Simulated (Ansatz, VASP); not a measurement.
## One calculation of SnO, two programs

```
Sn O
1.0
     3.84002    0.00000    0.00000
     0.00000    3.84002    0.00000
     0.00000    0.00000    4.83600
Sn O
2 2
Direct
  0.00000 0.50000 0.23850
  0.50000 0.00000 0.76150
  0.00000 0.00000 0.00000
  0.50000 0.50000 0.00000
```

Change from the starting cell: equal xx and yy strain of +1 %.

Alike in both runs: task single point; functional PBEsol; k mesh 8 × 8 × 6; occupations fermi-dirac, width 0.01 eV; no spin polarisation.

```csv
,VASP,Ansatz
version,VASP 6.6.1,Ansatz 0.2.0
potentials or method,"VASP PAW PBE potentials, release 64 (Sn_d, O), cutoff 520 eV","all-electron LAPW, scalar-relativistic"
```

Ansatz gave:

```
pressure (GPa)                                                : -2.0
traceless stress, the component that is largest in VASP (GPa) : 0.46
rms of the force components (eV/Å)                            : 0.070
```

**Question.** Which values does VASP return?

**Answer.** Pressure (GPa): -1.8; traceless stress, the component that is largest in VASP (GPa): 0.47; rms of the force components (eV/Å): 0.036.

VASP's potentials were made for PBE, not for PBEsol. Atom by atom the forces differ by 0.034 eV/Å (rms over components). Ansatz ran all-electron here, and VASP with PAW potentials.
